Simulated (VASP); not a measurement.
# Ta (Fd-3m) in VASP: further runs

Ta is run at these levels: PBE; tasks: single point.

Everything below comes from runs of VASP 6.6.1. Logs are shortened: lines on timing, memory, paths and dates and some standing lists are left out, and cuts for length are marked.

## Step 1: The cell of the first run

Symmetry: Fd-3m, No. 227, cubic system. Conventional cell: a = 4.607 Å, b = 4.607 Å, c = 4.607 Å, α = 90.00°, β = 90.00°, γ = 90.00°. Ta (site symmetry -43m) has 4 Ta at 1.99 Å within 2.6 Å.

## Step 2: Single point, PBE (volume scaled by 0.43)

File INCAR:

```
SYSTEM = Ta
PREC = Accurate
ENCUT = 520
EDIFF = 1E-6
ISMEAR = -1
SIGMA = 0.08
LREAL = .False.
LASPH = .True.
NELM = 60
ALGO = Normal
ISIF = 2
LWAVE = .False.
LCHARG = .True.
GGA = PE
LELF = .True.
LVHAR = .True.
NBANDS = 18
```

File KPOINTS:

```
regular mesh
0
Gamma
  12 12 12
  0 0 0
```

File POSCAR:

```
Ta
1.0
    0.0000000000      2.3033427297      2.3033427297
    2.3033427297      0.0000000000      2.3033427297
    2.3033427297      2.3033427297      0.0000000000
Ta
2
Direct
   -0.1250000000     -0.1250000000     -0.1250000000
    0.1250000000      0.1250000000      0.1250000000
```

Potentials or basis: VASP PAW PBE potentials, release 64 (Ta_pv).

Started as:

```console
> cat potpaw_PBE.64/Ta_pv/POTCAR > POTCAR
> mpirun -np 1 vasp_std > vasp.out
```

OUTCAR:

```text
SYSTEM = Ta
   PREC = Accurate
   ENCUT = 520
   EDIFF = 1E-6
   ISMEAR = -1
   LREAL = .False.
   LASPH = .True.
   NELM = 60
   ISIF = 2
   GGA = PE

 ion  position               nearest neighbor table
   1  0.875  0.875  0.875-   2 1.99   2 1.99   2 1.99   2 1.99
   2  0.125  0.125  0.125-   1 1.99   1 1.99   1 1.99   1 1.99

  LATTYP: Found a face centered cubic cell.
 ALAT       =     4.6066854594

  Lattice vectors:

 A1 = (   0.0000000000,   2.3033427297,   2.3033427297)
 A2 = (   2.3033427297,   0.0000000000,   2.3033427297)
 A3 = (   2.3033427297,   2.3033427297,   0.0000000000)

Analysis of symmetry for initial positions (statically):
=====================================================================
 Subroutine PRICEL returns:
 Original cell was already a primitive cell.

 Routine SETGRP: Setting up the symmetry group for a
 face centered cubic supercell.

 Subroutine GETGRP returns: Found 48 space group operations
 (whereof 12 operations were pure point group operations)
 out of a pool of 48 trial point group operations.

The static configuration has the point symmetry D_3d.
 The point group associated with its full space group is O_h .

Analysis of symmetry for dynamics (positions and initial velocities):
=====================================================================
 Subroutine PRICEL returns:
 Original cell was already a primitive cell.

 Routine SETGRP: Setting up the symmetry group for a
 face centered cubic supercell.

 Subroutine GETGRP returns: Found 48 space group operations
 (whereof 12 operations were pure point group operations)
 out of a pool of 48 trial point group operations.

The dynamic configuration has the point symmetry D_3d.
 The point group associated with its full space group is O_h .

 Subroutine INISYM returns: Found 48 space group operations
 (whereof 12 operations are pure point group operations),
 and found     1 'primitive' translations

----------------------------------------------------------------------------------------

                                     Primitive cell

  volume of cell :      24.4403

  direct lattice vectors                    reciprocal lattice vectors
     0.000000000  2.303342730  2.303342730    -0.217075815  0.217075815  0.217075815
     2.303342730  0.000000000  2.303342730     0.217075815 -0.217075815  0.217075815
     2.303342730  2.303342730  0.000000000     0.217075815  0.217075815 -0.217075815

  length of vectors
     3.257418527  3.257418527  3.257418527     0.375986340  0.375986340  0.375986340

  position of ions in fractional coordinates (direct lattice)
     0.875000000  0.875000000  0.875000000
     0.125000000  0.125000000  0.125000000

  ion indices of the primitive-cell ions
   primitive index   ion index
                 1           1
                 2           2

----------------------------------------------------------------------------------------

 KPOINTS: regular mesh

Automatic generation of k-mesh.
 Grid dimensions read from file:
 generate k-points for:   12   12   12

 Generating k-lattice:

  Cartesian coordinates                     Fractional coordinates (reciprocal lattice)
    -0.018089651  0.018089651  0.018089651     0.083333333  0.000000000  0.000000000
     0.018089651 -0.018089651  0.018089651     0.000000000  0.083333333  0.000000000
     0.018089651  0.018089651 -0.018089651     0.000000000  0.000000000  0.083333333

  Length of vectors
     0.031332195  0.031332195  0.031332195

  Shift w.r.t. Gamma in fractional coordinates (k-lattice)
     0.000000000  0.000000000  0.000000000

 Subroutine IBZKPT returns following result:
 ===========================================

 Found     72 irreducible k-points:

 Following reciprocal coordinates:
            Coordinates               Weight
  0.000000  0.000000  0.000000      1.000000
  0.083333  0.000000  0.000000      8.000000
  0.166667  0.000000  0.000000      8.000000
  0.250000  0.000000  0.000000      8.000000
  0.333333  0.000000  0.000000      8.000000
  0.416667  0.000000  0.000000      8.000000
[... 16 lines left out ...]
  0.500000  0.166667  0.000000     24.000000
 -0.416667  0.166667  0.000000     24.000000
 [... further k-points ...]
   k-points           NKPTS =     72   k-points in BZ     NKDIM =     72   number of bands    NBANDS=     18
   number of dos      NEDOS =    301   number of ions     NIONS =      2
   total plane-waves  NPLWV =  13824
   dimension x,y,z NGX =    24 NGY =   24 NGZ =   24
   dimension x,y,z NGXF=    48 NGYF=   48 NGZF=   48
   ions per type =               2
   NGX,Y,Z   is equivalent  to a cutoff of  12.25, 12.25, 12.25 a.u.
   NGXF,Y,Z  is equivalent  to a cutoff of  24.50, 24.50, 24.50 a.u.
 SYSTEM =  Ta
   PREC   = accura    normal or accurate (medium, high low for compatibility)
   ISTART =      0    job   : 0-new  1-cont  2-samecut
   ICHARG =      2    charge: 1-file 2-atom 10-const
   ISPIN  =      1    spin polarized calculation?
   LNONCOLLINEAR =      F non collinear calculations
   LSORBIT =      F    spin-orbit coupling
   LASPH  =      T    aspherical Exc in radial PAW
   ENCUT  =  520.0 eV  38.22 Ry    6.18 a.u.   6.06  6.06  6.06*2*pi/ulx,y,z
   NELM   =     60;   NELMIN=  2; NELMDL= -5     # of ELM steps
   EDIFF  = 0.1E-05   stopping-criterion for ELM
   LREAL  =      F    real-space projection
   EDIFFG = 0.1E-04   stopping-criterion for IOM
   NSW    =      0    number of steps for IOM
   IBRION =     -1    ionic relax: 0-MD 1-quasi-New 2-CG
   NFREE  =      0    steps in history (QN), initial steepest desc. (CG)
   ISIF   =      2    stress and relaxation
   ISYM   =      2    0-nonsym 1-usesym 2-fastsym
   POTIM  = 0.5000    time-step for ionic-motion
   TEBEG  =    0.0;   TEEND  =   0.0 temperature during run
   PSTRESS=    0.0 pullay stress
   NELECT =      22.0000    total number of electrons
   NUPDOWN=      -1.0000    fix difference up-down
   EMIN   =  10.00;   EMAX   =-10.00  energy-range for DOS
   EFERMI =   0.00;   METHOD = LEGACY
   ISMEAR =    -1;   SIGMA  =   0.08  broadening in eV -4-tet -1-fermi 0-gaus
   EFERMI_NEDOS =   21; number of points for ismear=-14 and -15
   IALGO  =     38    algorithm
   IMIX   =      4    mixing-type and parameters
     AMIX     =   0.40;   BMIX     =  1.00
     AMIX_MAG =   1.60;   BMIX_MAG =  1.00
  volume/ion in A,a.u.               =      12.22        82.47
  Fermi-wavevector in a.u.,A,eV,Ry     =   1.580692  2.987074 33.995328  2.498586
  Thomas-Fermi vector in A             =   2.680881
   LORBIT       =      0    0 simple, 1 ext, 2 COOP (PROOUT), +10 PAW based schemes
   GGA     = PE    functional components
   LHFCALC =     F    Hartree Fock is set to
   AEXX    =    0.0000 exact exchange contribution
   IVDW    =     0    specifies the selected vdW correction
   LEPSILON=     F    determine dielectric tensor
   LRPA    =     F    only Hartree local field effects (RPA)
 non-spin polarized calculation
  energy-cutoff  :      520.00
  volume of cell :       24.44
 maximum number of plane-waves:       684
   NGX = 13   NGY = 13   NGZ = 13

 number of electron      22.0000005 magnetization

 Free energy of the ion-electron system (eV)
  ---------------------------------------------------
  ext. energy  EPLUGINS =         0.00000000
  ---------------------------------------------------
  free energy    TOTEN  =        -2.37145798 eV

  energy without entropy =       -2.34010061  energy(sigma->0) =       -2.35577930

 E-fermi :   9.4656     XC(G=0): -14.3126

 val. band max:        9.4631109718   @ k =   0.5000   0.3333   0.1667
 cond. band min:       9.5101433700   @ k =  -0.0833   0.0833   0.0000
 fundamental gap:      0.0470323982
 Fermi energy:         9.4656481972

 k-point     1 :       0.0000    0.0000    0.0000
  band No.  band energies     occupation
      1     -28.0995      2.00000
      2     -28.0995      2.00000
      3     -28.0995      2.00000
      4     -23.1572      2.00000
      5     -23.1572      2.00000
      6     -23.1572      2.00000
[... 10 lines left out ...]
     17      22.5045      0.00000
     18      22.5045      0.00000

 k-point     2 :       0.0833    0.0000    0.0000
  band No.  band energies     occupation
      1     -28.1533      2.00000
      2     -28.1533      2.00000
      3     -28.1076      2.00000
      4     -23.1147      2.00000
      5     -23.0783      2.00000
      6     -23.0783      2.00000
[... 10 lines left out ...]
     17      22.4077      0.00000
     18      22.4077      0.00000

 k-point     3 :       0.1667    0.0000    0.0000
  band No.  band energies     occupation
      1     -28.2926      2.00000
      2     -28.2926      2.00000
      3     -28.1370      2.00000
      4     -22.9832      2.00000
      5     -22.8705      2.00000
      6     -22.8705      2.00000
[... 10 lines left out ...]
     17      22.1417      0.00000
     18      22.1581      0.00000

 k-point     4 :       0.2500    0.0000    0.0000
  band No.  band energies     occupation
      1     -28.4676      2.00000
      2     -28.4676      2.00000
      3     -28.1928      2.00000
      4     -22.7680      2.00000
      5     -22.6026      2.00000
      6     -22.6026      2.00000
[... 375 lines left out ...]
      4     -23.5140      2.00000
      5     -21.8282      2.00000
      6     -21.5860      2.00000
[... 10 lines left out ...]
     17      21.0192      0.00000
     18      22.0773      0.00000

 k-point    23 :       0.5000    0.1667    0.0000
  band No.  band energies     occupation
      1     -29.3473      2.00000
      2     -28.9698      2.00000
      3     -27.3500      2.00000
      4     -23.3803      2.00000
      5     -21.7911      2.00000
      6     -21.3837      2.00000
[... 10 lines left out ...]
     17      19.2198      0.00000
     18      19.9833      0.00000

 k-point    24 :      -0.4167    0.1667    0.0000
  band No.  band energies     occupation
      1     -29.4082      2.00000
      2     -28.9094      2.00000
      3     -27.3912      2.00000
      4     -23.2733      2.00000
      5     -21.8865      2.00000
      6     -21.3271      2.00000
[... 10 lines left out ...]
     17      19.1639      0.00000
     18      20.9637      0.00000

 [... further k-points ...]

------------------------ aborting loop because EDIFF is reached ----------------------------------------

  FORCE on cell =-STRESS in cart. coord.  units (eV):
  Direction    XX          YY          ZZ          XY          YZ          ZX
  --------------------------------------------------------------------------------------
  -------------------------------------------------------------------------------------
  Total       50.5584735     50.5584735     50.5584735      0.0000000      0.0000000     -0.0000000
  in kB     3314.3536478   3314.3536478   3314.3536478      0.0000000      0.0000000     -0.0000000
  external PRESSURE =    3314.3536478 kB  Pullay stress =       0.0000000 kB

 VOLUME and BASIS-vectors are now :
 -----------------------------------------------------------------------------
  energy-cutoff  :      520.00
  volume of cell :       24.44
      direct lattice vectors                 reciprocal lattice vectors
     0.000000000  2.303342730  2.303342730    -0.217075815  0.217075815  0.217075815
     2.303342730  0.000000000  2.303342730     0.217075815 -0.217075815  0.217075815
     2.303342730  2.303342730  0.000000000     0.217075815  0.217075815 -0.217075815

 POSITION                                       TOTAL-FORCE (eV/Angst)
 -----------------------------------------------------------------------------------
      4.03085      4.03085      4.03085        -0.000000     -0.000000     -0.000000
      0.57584      0.57584      0.57584         0.000000      0.000000      0.000000
 -----------------------------------------------------------------------------------
    total drift:                                0.000000      0.000000      0.000000

  FREE ENERGIE OF THE ION-ELECTRON SYSTEM (eV)
  ---------------------------------------------------
  free  energy   TOTEN  =        -2.3714579833 eV

  energy  without entropy=       -2.3401006130  energy(sigma->0) =       -2.35577930
```

Wall time 18 s (1 thread of Intel Xeon 6975P-C, shared host); peak memory 0.15 GiB.

Results:

| Item | Value |
| --- | --- |
| Free energy | -2.3715 eV |
| Pressure | 331.4 GPa |
| Band gap on the k mesh | zero (band 11 reaches 11.46 eV, above the bottom of band 12 at 6.73 eV) |

Levels at points of the mesh, in eV from the Fermi level:
```tsv
k point	band 8	band 9	band 10	band 11	band 12	band 13	band 14	band 15
(0.00, 0.00, 0.00)	-5.57	-5.57	-1.05	-1.05	-1.05	4.89	4.89	4.89
(0.50, 0.00, 0.00)	-4.76	-4.76	-3.59	-2.74	-2.74	3.15	7.89	7.89
(0.50, 0.50, 0.00)	-7.41	-2.65	-2.65	1.01	1.01	3.46	3.46	9.90
```

Caveat: spin-orbit coupling is left out, which moves the levels of the heavy elements.

## Step 3: Single point, PBE (volume scaled by 0.5)

File INCAR:

```
SYSTEM = Ta
  PREC = Accurate
  ENCUT = 520
  EDIFF = 1E-6
  ISMEAR = -1
  SIGMA = 0.08
  LREAL = .FALSE.
  LASPH = .TRUE.
  NELM = 100
  ALGO = Normal
  ISIF = 2
  LWAVE = .FALSE.
  LCHARG = .FALSE.
  GGA = PE
  NBANDS = 18
```

File KPOINTS:

```
Automatic mesh
0
G
  12 12 12
  0 0 0
```

File POSCAR:

```
Ta
1.0
    0.0000000000      2.4221019199      2.4221019199
    2.4221019199      0.0000000000      2.4221019199
    2.4221019199      2.4221019199      0.0000000000
Ta
2
Direct
   -0.1250000000     -0.1250000000     -0.1250000000
    0.1250000000      0.1250000000      0.1250000000
```

Potentials or basis: VASP PAW PBE potentials, release 64 (Ta_pv).

Started as:

```console
> cat potpaw_PBE.64/Ta_pv/POTCAR > POTCAR
> mpirun -np 1 vasp_std > vasp.out
```

OUTCAR:

```text
SYSTEM = Ta
   PREC = Accurate
   ENCUT = 520
   EDIFF = 1E-6
   ISMEAR = -1
   LREAL = .FALSE.
   LASPH = .TRUE.
   NELM = 100
   ISIF = 2
   GGA = PE

 ion  position               nearest neighbor table
   1  0.875  0.875  0.875-   2 2.10   2 2.10   2 2.10   2 2.10
   2  0.125  0.125  0.125-   1 2.10   1 2.10   1 2.10   1 2.10

  LATTYP: Found a face centered cubic cell.
 ALAT       =     4.8442038398

  Lattice vectors:

 A1 = (   0.0000000000,   2.4221019199,   2.4221019199)
 A2 = (   2.4221019199,   0.0000000000,   2.4221019199)
 A3 = (   2.4221019199,   2.4221019199,   0.0000000000)

Analysis of symmetry for initial positions (statically):
=====================================================================
 Subroutine PRICEL returns:
 Original cell was already a primitive cell.

 Routine SETGRP: Setting up the symmetry group for a
 face centered cubic supercell.

 Subroutine GETGRP returns: Found 48 space group operations
 (whereof 12 operations were pure point group operations)
 out of a pool of 48 trial point group operations.

The static configuration has the point symmetry D_3d.
 The point group associated with its full space group is O_h .

Analysis of symmetry for dynamics (positions and initial velocities):
=====================================================================
 Subroutine PRICEL returns:
 Original cell was already a primitive cell.

 Routine SETGRP: Setting up the symmetry group for a
 face centered cubic supercell.

 Subroutine GETGRP returns: Found 48 space group operations
 (whereof 12 operations were pure point group operations)
 out of a pool of 48 trial point group operations.

The dynamic configuration has the point symmetry D_3d.
[... 111 lines left out ...]
   NELECT =      22.0000    total number of electrons
   NUPDOWN=      -1.0000    fix difference up-down
   EMIN   =  10.00;   EMAX   =-10.00  energy-range for DOS
   EFERMI =   0.00;   METHOD = LEGACY
   ISMEAR =    -1;   SIGMA  =   0.08  broadening in eV -4-tet -1-fermi 0-gaus
   EFERMI_NEDOS =   21; number of points for ismear=-14 and -15
   IALGO  =     38    algorithm
   IMIX   =      4    mixing-type and parameters
     AMIX     =   0.40;   BMIX     =  1.00
     AMIX_MAG =   1.60;   BMIX_MAG =  1.00
  volume/ion in A,a.u.               =      14.21        95.89
  Fermi-wavevector in a.u.,A,eV,Ry     =   1.503188  2.840614 30.743375  2.259574
  Thomas-Fermi vector in A             =   2.614331
   LORBIT       =      0    0 simple, 1 ext, 2 COOP (PROOUT), +10 PAW based schemes
   GGA     = PE    functional components
   LHFCALC =     F    Hartree Fock is set to
   AEXX    =    0.0000 exact exchange contribution
   IVDW    =     0    specifies the selected vdW correction
   LEPSILON=     F    determine dielectric tensor
   LRPA    =     F    only Hartree local field effects (RPA)
 non-spin polarized calculation
  energy-cutoff  :      520.00
  volume of cell :       28.42
 maximum number of plane-waves:       778
 NGX is ok and might be reduce to    28
   NGX = 13   NGY = 13   NGZ = 13

 number of electron      22.0000001 magnetization

 Free energy of the ion-electron system (eV)
  ---------------------------------------------------
  ext. energy  EPLUGINS =         0.00000000
  ---------------------------------------------------
  free energy    TOTEN  =        -8.70198808 eV

  energy without entropy =       -8.67743297  energy(sigma->0) =       -8.68971053

 E-fermi :   7.6848     XC(G=0): -13.4494

 val. band max:        7.6692239020   @ k =   0.2500   0.0000   0.0000
 cond. band min:       7.6993445703   @ k =   0.4167   0.4167   0.0000
 fundamental gap:      0.0301206682
 Fermi energy:         7.6847661000

 k-point     1 :       0.0000    0.0000    0.0000
  band No.  band energies     occupation
      1     -28.5878      2.00000
      2     -28.5878      2.00000
      3     -28.5878      2.00000
      4     -24.7535      2.00000
      5     -24.7535      2.00000
      6     -24.7535      2.00000
[... 481 lines left out ...]
      5     -23.8872      2.00000
      6     -23.5156      2.00000
[... 10 lines left out ...]
     17      16.2861      0.00000
     18      17.7107      0.00000

 [... further k-points ...]

------------------------ aborting loop because EDIFF is reached ----------------------------------------

  FORCE on cell =-STRESS in cart. coord.  units (eV):
  Direction    XX          YY          ZZ          XY          YZ          ZX
  --------------------------------------------------------------------------------------
  -------------------------------------------------------------------------------------
  Total       34.1697500     34.1697500     34.1697500     -0.0000000      0.0000000      0.0000000
  in kB     1926.3941331   1926.3941331   1926.3941331     -0.0000000      0.0000000      0.0000000
  external PRESSURE =    1926.3941331 kB  Pullay stress =       0.0000000 kB

 VOLUME and BASIS-vectors are now :
 -----------------------------------------------------------------------------
  energy-cutoff  :      520.00
  volume of cell :       28.42
      direct lattice vectors                 reciprocal lattice vectors
     0.000000000  2.422101920  2.422101920    -0.206432271  0.206432271  0.206432271
     2.422101920  0.000000000  2.422101920     0.206432271 -0.206432271  0.206432271
     2.422101920  2.422101920  0.000000000     0.206432271  0.206432271 -0.206432271

 POSITION                                       TOTAL-FORCE (eV/Angst)
 -----------------------------------------------------------------------------------
      4.23868      4.23868      4.23868         0.000000      0.000000      0.000000
      0.60553      0.60553      0.60553        -0.000000     -0.000000     -0.000000
 -----------------------------------------------------------------------------------
    total drift:                                0.000000     -0.000000     -0.000000

  FREE ENERGIE OF THE ION-ELECTRON SYSTEM (eV)
  ---------------------------------------------------
  free  energy   TOTEN  =        -8.7019880764 eV

  energy  without entropy=       -8.6774329737  energy(sigma->0) =       -8.68971053
```

Wall time 30 s (1 thread of Intel Xeon 6975P-C, shared host); peak memory 0.17 GiB.

Results:

```yaml
Free_energy: -8.7020 eV
Pressure: 192.6 GPa
Band_gap_on_the_k_mesh: zero (band 11 reaches 9.47 eV, above the bottom of band 12 at 5.68 eV)
```

Caveat: spin-orbit coupling is left out, which moves the levels of the heavy elements.

(Part 1 of 2 ends here.)
